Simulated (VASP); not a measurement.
A run of VASP 6.6.1 is set up as follows.

INCAR

```
PREC = Accurate
ENCUT = 520
EDIFF = 1E-7
ISMEAR = 0
SIGMA = 0.1
LREAL = F
LASPH = T
NELM = 80
ALGO = Normal
ISIF = 2
LWAVE = F
LCHARG = F
GGA = PE
NBANDS = 11
```

File KPOINTS:

```
Automatic mesh
0
Gamma
  24 24 14
```

The input POSCAR:

```
C
1.0
    2.4664849237      0.0000000000      0.0000000000
   -1.2332424619      2.1360386020      0.0000000000
    0.0000000000      0.0000000000      4.4227244991
C
2
Direct
    0.6666666667      0.3333333333      0.5000000000
    0.3333333333      0.6666666667      0.5000000000
```

Potentials or basis: VASP PAW PBE potentials, release 64 (C).

Command:

```bash
$ cat potpaw_PBE.64/C/POTCAR > POTCAR
$ mpirun -np 1 vasp_std > vasp.out
```

Question: What does it give for the band gap on the k mesh?

Answer: Zero (bands 4 and 5 overlap by 0.20 eV).

Question: Predict the pressure.

Answer: 0.3 GPa.

Stress tensor (GPa, compression positive):
```
 0.53  0.00  0.00
 0.00  0.53  0.00
 0.00  0.00 -0.02
```

Caveat: this functional lacks dispersion, which binds the layers, so the pressure and a relaxed spacing across them are unreliable.
